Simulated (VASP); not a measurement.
# Zr (Fm-3m) in VASP: notebook

The runs below take Zr through single point, with PBE.

Everything below comes from runs of VASP 6.6.1. Logs are shortened: lines on timing, memory, paths and dates and some standing lists are left out, and cuts for length are marked.

## (1) The cell of the first run

Symmetry: Fm-3m, No. 225, cubic system. The conventional cell has a = 4.510 Å, b = 4.510 Å, c = 4.510 Å, α = 90.00°, β = 90.00°, γ = 90.00°. Within 4.2 Å of Zr (site symmetry m-3m) lie 12 Zr at 3.19 Å.

## (2) Single point, PBE

Input file INCAR:

```
PREC = Accurate
ENCUT = 520
EDIFF = 1E-7
ISMEAR = -1
SIGMA = 0.05
LREAL = False
LASPH = True
NELM = 60
ALGO = Normal
ISIF = 2
LWAVE = False
LCHARG = False
GGA = PE
NBANDS = 12
```

Input file KPOINTS:

```
regular mesh
0
Gamma
  13 13 13
```

Input file POSCAR:

```
Zr
1.0
    0.0000000000      2.2550000000      2.2550000000
    2.2550000000      0.0000000000      2.2550000000
    2.2550000000      2.2550000000      0.0000000000
Zr
1
Direct
    0.0000000000      0.0000000000      0.0000000000
```

Potentials or basis: VASP PAW PBE potentials, release 64 (Zr_sv).

Command:

```
cat potpaw_PBE.64/Zr_sv/POTCAR > POTCAR
mpirun -np 1 vasp_std > vasp.out
```

OUTCAR:

```text
PREC = Accurate
   ENCUT = 520
   EDIFF = 1E-7
   ISMEAR = -1
   LREAL = False
   LASPH = True
   NELM = 60
   ISIF = 2
   GGA = PE

 ion  position               nearest neighbor table
   1  0.000  0.000  0.000-

  LATTYP: Found a face centered cubic cell.
 ALAT       =     4.5100000000

  Lattice vectors:

 A1 = (   0.0000000000,   2.2550000000,   2.2550000000)
 A2 = (   2.2550000000,   0.0000000000,   2.2550000000)
 A3 = (   2.2550000000,   2.2550000000,   0.0000000000)

Analysis of symmetry for initial positions (statically):
=====================================================================
 Subroutine PRICEL returns:
 Original cell was already a primitive cell.

 Routine SETGRP: Setting up the symmetry group for a
 face centered cubic supercell.

 Subroutine GETGRP returns: Found 48 space group operations
 (whereof 48 operations were pure point group operations)
 out of a pool of 48 trial point group operations.

The static configuration has the point symmetry O_h .

Analysis of symmetry for dynamics (positions and initial velocities):
=====================================================================
 Subroutine PRICEL returns:
 Original cell was already a primitive cell.

 Routine SETGRP: Setting up the symmetry group for a
 face centered cubic supercell.

 Subroutine GETGRP returns: Found 48 space group operations
 (whereof 48 operations were pure point group operations)
 out of a pool of 48 trial point group operations.

The dynamic configuration has the point symmetry O_h .

 Subroutine INISYM returns: Found 48 space group operations
 (whereof 48 operations are pure point group operations),
 and found     1 'primitive' translations

----------------------------------------------------------------------------------------

                                     Primitive cell

  volume of cell :      22.9335

  direct lattice vectors                    reciprocal lattice vectors
     0.000000000  2.255000000  2.255000000    -0.221729490  0.221729490  0.221729490
     2.255000000  0.000000000  2.255000000     0.221729490 -0.221729490  0.221729490
     2.255000000  2.255000000  0.000000000     0.221729490  0.221729490 -0.221729490

  length of vectors
     3.189051583  3.189051583  3.189051583     0.384046742  0.384046742  0.384046742

  position of ions in fractional coordinates (direct lattice)
     0.000000000  0.000000000  0.000000000

  ion indices of the primitive-cell ions
   primitive index   ion index
                 1           1

----------------------------------------------------------------------------------------

 KPOINTS: regular mesh

Automatic generation of k-mesh.
 Grid dimensions read from file:
 generate k-points for:   13   13   13

 Generating k-lattice:

  Cartesian coordinates                     Fractional coordinates (reciprocal lattice)
    -0.017056115  0.017056115  0.017056115     0.076923077  0.000000000  0.000000000
     0.017056115 -0.017056115  0.017056115     0.000000000  0.076923077  0.000000000
     0.017056115  0.017056115 -0.017056115     0.000000000  0.000000000  0.076923077

  Length of vectors
     0.029542057  0.029542057  0.029542057

  Shift w.r.t. Gamma in fractional coordinates (k-lattice)
     0.000000000  0.000000000  0.000000000

 Subroutine IBZKPT returns following result:
 ===========================================

 Found     84 irreducible k-points:

 Following reciprocal coordinates:
            Coordinates               Weight
  0.000000  0.000000  0.000000      1.000000
  0.076923  0.000000  0.000000      8.000000
  0.153846  0.000000  0.000000      8.000000
  0.230769  0.000000  0.000000      8.000000
  0.307692  0.000000  0.000000      8.000000
  0.384615  0.000000  0.000000      8.000000
[... 16 lines left out ...]
  0.384615  0.153846  0.000000     24.000000
  0.461538  0.153846  0.000000     24.000000
 [... further k-points ...]
   k-points           NKPTS =     84   k-points in BZ     NKDIM =     84   number of bands    NBANDS=     12
   number of dos      NEDOS =    301   number of ions     NIONS =      1
   total plane-waves  NPLWV =  13824
   dimension x,y,z NGX =    24 NGY =   24 NGZ =   24
   dimension x,y,z NGXF=    48 NGYF=   48 NGZF=   48
   ions per type =               1
   NGX,Y,Z   is equivalent  to a cutoff of  12.51, 12.51, 12.51 a.u.
   NGXF,Y,Z  is equivalent  to a cutoff of  25.02, 25.02, 25.02 a.u.
 SYSTEM =  unknown system
   PREC   = accura    normal or accurate (medium, high low for compatibility)
   ISTART =      0    job   : 0-new  1-cont  2-samecut
   ICHARG =      2    charge: 1-file 2-atom 10-const
   ISPIN  =      1    spin polarized calculation?
   LNONCOLLINEAR =      F non collinear calculations
   LSORBIT =      F    spin-orbit coupling
   LASPH  =      T    aspherical Exc in radial PAW
   ENCUT  =  520.0 eV  38.22 Ry    6.18 a.u.   5.93  5.93  5.93*2*pi/ulx,y,z
   NELM   =     60;   NELMIN=  2; NELMDL= -5     # of ELM steps
   EDIFF  = 0.1E-06   stopping-criterion for ELM
   LREAL  =      F    real-space projection
   EDIFFG = 0.1E-05   stopping-criterion for IOM
   NSW    =      0    number of steps for IOM
   IBRION =     -1    ionic relax: 0-MD 1-quasi-New 2-CG
   NFREE  =      0    steps in history (QN), initial steepest desc. (CG)
   ISIF   =      2    stress and relaxation
   ISYM   =      2    0-nonsym 1-usesym 2-fastsym
   POTIM  = 0.5000    time-step for ionic-motion
   TEBEG  =    0.0;   TEEND  =   0.0 temperature during run
   PSTRESS=    0.0 pullay stress
   NELECT =      12.0000    total number of electrons
   NUPDOWN=      -1.0000    fix difference up-down
   EMIN   =  10.00;   EMAX   =-10.00  energy-range for DOS
   EFERMI =   0.00;   METHOD = LEGACY
   ISMEAR =    -1;   SIGMA  =   0.05  broadening in eV -4-tet -1-fermi 0-gaus
   EFERMI_NEDOS =   21; number of points for ismear=-14 and -15
   IALGO  =     38    algorithm
   IMIX   =      4    mixing-type and parameters
     AMIX     =   0.40;   BMIX     =  1.00
     AMIX_MAG =   1.60;   BMIX_MAG =  1.00
  volume/ion in A,a.u.               =      22.93       154.76
  Fermi-wavevector in a.u.,A,eV,Ry     =   1.319204  2.492935 23.678216  1.740300
  Thomas-Fermi vector in A             =   2.449119
   LORBIT       =      0    0 simple, 1 ext, 2 COOP (PROOUT), +10 PAW based schemes
   GGA     = PE    functional components
   LHFCALC =     F    Hartree Fock is set to
   AEXX    =    0.0000 exact exchange contribution
   IVDW    =     0    specifies the selected vdW correction
   LEPSILON=     F    determine dielectric tensor
   LRPA    =     F    only Hartree local field effects (RPA)
 non-spin polarized calculation
  energy-cutoff  :      520.00
  volume of cell :       22.93
 maximum number of plane-waves:       628
   NGX = 11   NGY = 11   NGZ = 11

 number of electron      12.0000000 magnetization

 Free energy of the ion-electron system (eV)
  ---------------------------------------------------
  ext. energy  EPLUGINS =         0.00000000
  ---------------------------------------------------
  free energy    TOTEN  =        -8.48414382 eV

  energy without entropy =       -8.46997465  energy(sigma->0) =       -8.47705923

 E-fermi :   9.0498     XC(G=0): -11.1513

 val. band max:        9.0430307218   @ k =  -0.3077   0.3077   0.0000
 cond. band min:       9.0693172613   @ k =   0.1538   0.1538   0.0000
 fundamental gap:      0.0262865395
 Fermi energy:         9.0497939514

 k-point     1 :       0.0000    0.0000    0.0000
  band No.  band energies     occupation
      1     -39.6245      2.00000
      2     -17.1198      2.00000
      3     -17.1198      2.00000
      4     -17.1198      2.00000
      5       3.4787      2.00000
      6      10.0380      0.00000
      7      10.0380      0.00000
      8      10.0380      0.00000
      9      12.4968      0.00000
     10      12.4968      0.00000
     11      19.5805      0.00000
     12      23.8154      0.00000

 k-point     2 :       0.0769    0.0000    0.0000
  band No.  band energies     occupation
      1     -39.6161      2.00000
      2     -17.1814      2.00000
      3     -17.1274      2.00000
      4     -17.1274      2.00000
      5       3.6718      2.00000
      6       9.8613      0.00000
      7      10.1278      0.00000
      8      10.1278      0.00000
      9      12.4073      0.00000
     10      12.4073      0.00000
     11      19.9928      0.00000
     12      23.0222      0.00000

 k-point     3 :       0.1538    0.0000    0.0000
  band No.  band energies     occupation
      1     -39.5927      2.00000
      2     -17.3492      2.00000
      3     -17.1483      2.00000
      4     -17.1483      2.00000
      5       4.2100      2.00000
      6       9.4605      0.00054
      7      10.3230      0.00000
      8      10.3230      0.00000
      9      12.2664      0.00000
     10      12.2664      0.00000
     11      20.8570      0.00000
     12      21.9301      0.00000
[... 286 lines left out ...]
 k-point    23 :       0.3846    0.1538    0.0000
  band No.  band energies     occupation
      1     -39.4947      2.00000
      2     -17.8687      2.00000
      3     -17.3144      2.00000
      4     -17.2944      2.00000
      5       6.3318      2.00000
      6       8.5040      1.99996
      7       9.5828      0.00005
      8      10.8089      0.00000
      9      13.2315      0.00000
     10      14.0093      0.00000
     11      20.0639      0.00000
     12      22.2256      0.00000

 k-point    24 :       0.4615    0.1538    0.0000
  band No.  band energies     occupation
      1     -39.4715      2.00000
      2     -18.0001      2.00000
      3     -17.3631      2.00000
      4     -17.3023      2.00000
      5       6.6082      2.00000
      6       8.7103      1.99775
      7       9.5943      0.00004
      8      10.5953      0.00000
      9      14.3794      0.00000
     10      14.3848      0.00000
     11      18.8845      0.00000
     12      21.2040      0.00000

 [... further k-points ...]

------------------------ aborting loop because EDIFF is reached ----------------------------------------

  FORCE on cell =-STRESS in cart. coord.  units (eV):
  Direction    XX          YY          ZZ          XY          YZ          ZX
  --------------------------------------------------------------------------------------
  -------------------------------------------------------------------------------------
  Total        0.1706751      0.1706751      0.1706751     -0.0000000     -0.0000000      0.0000000
  in kB       11.9237045     11.9237045     11.9237045     -0.0000000     -0.0000000      0.0000000
  external PRESSURE =      11.9237045 kB  Pullay stress =       0.0000000 kB

 VOLUME and BASIS-vectors are now :
 -----------------------------------------------------------------------------
  energy-cutoff  :      520.00
  volume of cell :       22.93
      direct lattice vectors                 reciprocal lattice vectors
     0.000000000  2.255000000  2.255000000    -0.221729490  0.221729490  0.221729490
     2.255000000  0.000000000  2.255000000     0.221729490 -0.221729490  0.221729490
     2.255000000  2.255000000  0.000000000     0.221729490  0.221729490 -0.221729490

 POSITION                                       TOTAL-FORCE (eV/Angst)
 -----------------------------------------------------------------------------------
      0.00000      0.00000      0.00000         0.000000      0.000000      0.000000
 -----------------------------------------------------------------------------------
    total drift:                                0.000000      0.000000     -0.000000

  FREE ENERGIE OF THE ION-ELECTRON SYSTEM (eV)
  ---------------------------------------------------
  free  energy   TOTEN  =        -8.4841438189 eV

  energy  without entropy=       -8.4699746505  energy(sigma->0) =       -8.47705923
```

It took 18 s on 1 thread of Intel Xeon Platinum 8488C (Sapphire Rapids), shared host; peak memory 0.15 GiB.

Results:

```yaml
Free_energy: -8.4841 eV
Pressure: 1.2 GPa
Band_gap_on_the_k_mesh: zero (band 6 reaches 10.04 eV, above the bottom of band 7 at 8.48 eV)
```

Levels at points of the mesh, in eV from the Fermi level:
| k point | band 2 | band 3 | band 4 | band 5 | band 6 | band 7 | band 8 | band 9 | band 10 | band 11 |
| --- | --- | --- | --- | --- | --- | --- | --- | --- | --- | --- |
| (0.00, 0.00, 0.00) | -26.17 | -26.17 | -26.17 | -5.57 | 0.99 | 0.99 | 0.99 | 3.45 | 3.45 | 10.53 |

## (3) Single point, PBE, non-collinear spin, zero start, spin-orbit coupling

Input file INCAR:

```
ALGO = Normal
EDIFF = 1E-7
ENCUT = 520
GGA = PE
GGA_COMPAT = False
ISIF = 2
ISMEAR = -1
LASPH = True
LCHARG = False
LMAXMIX = 4
LORBIT = 11
LORBMOM = True
LREAL = False
LSORBIT = True
LWAVE = False
MAGMOM = 0 0 0
NBANDS = 23
NELM = 150
PREC = Accurate
SIGMA = 0.05
```

Input file KPOINTS:

```
k-points
0
Gamma
  13 13 13
```

POSCAR is that of step 2.

Potentials or basis: VASP PAW PBE potentials, release 64 (Zr_sv).

Command:

```
cat potpaw_PBE.64/Zr_sv/POTCAR > POTCAR
mpirun -np 1 vasp_ncl > vasp.out
```

It took 2.1 min on 1 thread of Intel Xeon Platinum 8488C (Sapphire Rapids), shared host; peak memory 0.23 GiB.

It converged, with:

* Free energy: -8.5561 eV
* Pressure: 1.2 GPa
* Net moment: 0.00 μB per cell
* Valence electrons inside the program's atomic spheres: Zr 9.85

Moments on the atoms (μB; x, y, z):
```
Zr  0.00 0.00 0.00
```

## (4) Single point, PBE (volume scaled by 0.9405)

Input file INCAR:

```
SYSTEM = Zr
PREC     = Accurate       ! precision mode
ENCUT    = 520            ! plane-wave cutoff, eV
EDIFF    = 1E-6           ! SCF threshold, eV
ISMEAR   = -1             ! smearing method
SIGMA    = 0.05           ! smearing width, eV
LREAL    = .FALSE.        ! projectors in reciprocal space
LASPH    = .TRUE.         ! aspherical terms in the spheres
NELM     = 100            ! most SCF steps
ALGO     = Normal         ! electronic algorithm
ISIF     = 2              ! what is computed and relaxed
LWAVE    = .FALSE.        ! write WAVECAR
LCHARG   = .TRUE.         ! write CHGCAR
GGA      = PE             ! functional
LELF     = .TRUE.         ! ELF
LVHAR    = .TRUE.       
NBANDS   = 12             ! bands
```

Input file KPOINTS:

```
Automatic mesh
0
G
  13 13 13
  0 0 0
```

Input file POSCAR:

```
Zr
1.0
    0.0000000000      2.2093582665      2.2093582665
    2.2093582665      0.0000000000      2.2093582665
    2.2093582665      2.2093582665      0.0000000000
Zr
1
Direct
    0.0000000000      0.0000000000      0.0000000000
```

Command:

```
cat potpaw_PBE.64/Zr_sv/POTCAR > POTCAR
mpirun -np 1 vasp_std > vasp.out
```

Wall time 12 s (1 thread of Intel Xeon Platinum 8259CL at 2.50GHz (Skylake/Cascade Lake), shared host); peak memory 0.14 GiB.

Results (log left out):

| Quantity | Value |
| --- | --- |
| Free energy | -8.4480 eV |
| Pressure | 7.4 GPa |
| Band gap on the k mesh | zero (band 6 reaches 10.76 eV, above the bottom of band 7 at 9.16 eV) |

Levels at points of the mesh, in eV from the Fermi level:
| k point | band 4 | band 5 | band 6 | band 7 | band 8 | band 9 |
| --- | --- | --- | --- | --- | --- | --- |
| (0.00, 0.00, 0.00) | -25.96 | -5.66 | 1.00 | 1.00 | 1.00 | 3.67 |

## (5) Single point, PBE

Input file INCAR:

```
SYSTEM = Zr
ALGO = Normal
EDIFF = 1E-7
ENCUT = 520
GGA = PE
ISIF = 2
ISMEAR = -1
LASPH = .True.
LCHARG = .False.
LREAL = .False.
LWAVE = .False.
NBANDS = 12
NELM = 80
PREC = Accurate
SIGMA = 0.05
```

Input file KPOINTS:

```
k-points
0
Gamma
  13 13 13
  0 0 0
```

Input file POSCAR:

```
Zr
1.0
    0.0000000000      2.2550000000      2.2550000000
    2.2550000000      0.0000000000      2.2550000000
    2.2550000000      2.2550000000      0.0000000000
Zr
1
Direct
    0.0000000000      0.0000000000      0.0000000000
```

Command:

```
cat potpaw_PBE.64/Zr_sv/POTCAR > POTCAR
mpirun -np 1 vasp_std > vasp.out
```

Run time: 13 s. Hardware: 1 thread of Intel Xeon Platinum 8259CL at 2.50GHz (Skylake/Cascade Lake), shared host; peak memory 0.15 GiB.

It converged, with:

| Quantity | Value |
| --- | --- |
| Free energy | -8.4841 eV |
| Pressure | 1.2 GPa |
| Band gap on the k mesh | zero (band 6 reaches 10.04 eV, above the bottom of band 7 at 8.48 eV) |

Levels at points of the mesh, in eV from the Fermi level:
| k point | band 2 | band 3 | band 4 | band 5 | band 6 | band 7 | band 8 | band 9 | band 10 | band 11 |
| --- | --- | --- | --- | --- | --- | --- | --- | --- | --- | --- |
| (0.00, 0.00, 0.00) | -26.17 | -26.17 | -26.17 | -5.57 | 0.99 | 0.99 | 0.99 | 3.45 | 3.45 | 10.53 |

## (6) Summary

| spin | cell | gap on the mesh (eV) | pressure (GPa) |
| --- | --- | --- | --- |
| off | a = 3.189 Å, angles 60.0°, 1 atom | none | 1.2 |
| non-collinear, zero start, SOC | a = 3.189 Å, angles 60.0°, 1 atom | - | 1.2 |
| off | a = 3.125 Å, angles 60.0°, 1 atom | none | 7.4 |

Alike in all rows: task single point; level PBE; potentials or basis VASP PAW PBE potentials, release 64 (Zr_sv); k mesh 13 × 13 × 13; cutoff (eV) 520; smearing fermi-dirac 0.05 eV.

Total energies depend on the potentials used, so only differences within one code and one set of settings carry meaning.
